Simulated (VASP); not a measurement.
**Pd: single point with PBEsol**

Pd, a slab with vacuum:

```
CELL_PARAMETERS angstrom
2.73972 0.00000 0.00000
1.36986 2.37267 0.00000
0.00000 0.00000 38.36971
ATOMIC_POSITIONS crystal
Pd 0.66667 0.66667 0.20837
Pd 0.00000 0.00000 0.26697
Pd 0.33333 0.33333 0.32513
Pd 0.66667 0.66667 0.38337
Pd 0.00000 0.00000 0.44166
Pd 0.33333 0.33333 0.50000
Pd 0.66667 0.66667 0.55834
Pd 0.00000 0.00000 0.61663
Pd 0.33333 0.33333 0.67487
Pd 0.66667 0.66667 0.73303
Pd 0.00000 0.00000 0.79163
```

```yaml
Program: VASP 6.6.1
Task: single point
Functional: PBEsol
Potentials_or_basis: VASP PAW PBE potentials, release 64 (Pd)
Cutoff: 520 eV
k_mesh: 19 × 19 × 1
Occupations: methfessel-paxton, width 0.1 eV
Spin: no spin polarisation
```

```
Largest force          : 0.013 eV/Å
Band gap on the k mesh : zero (bands 55 and 56 overlap by 1.05 eV)
```

Forces in eV/Å, atoms in the order of the input:
```
Pd   0.000  0.000  0.013
Pd   0.000  0.000 -0.002
Pd   0.000  0.000  0.000
Pd   0.000  0.000  0.001
Pd   0.000  0.000 -0.003
Pd   0.000  0.000  0.000
Pd   0.000  0.000  0.003
Pd   0.000  0.000 -0.001
Pd   0.000  0.000  0.000
Pd   0.000  0.000  0.002
Pd   0.000  0.000 -0.013
```

Levels at points of the mesh, in eV from the Fermi level:
| k point | band 52 | band 53 | band 54 | band 55 | band 56 | band 57 | band 58 | band 59 |
| --- | --- | --- | --- | --- | --- | --- | --- | --- |
| (0.00, 0.00, 0.00) | -0.92 | -0.92 | -0.69 | -0.69 | -0.68 | -0.45 | -0.45 | -0.24 |

It took 27 min on 1 thread of Oxide Virtual Turin-like Processor, on a shared host, peak memory 0.59 GiB.

Caveat: the PAW data sets were made with another functional, which shifts forces and pressure a little.
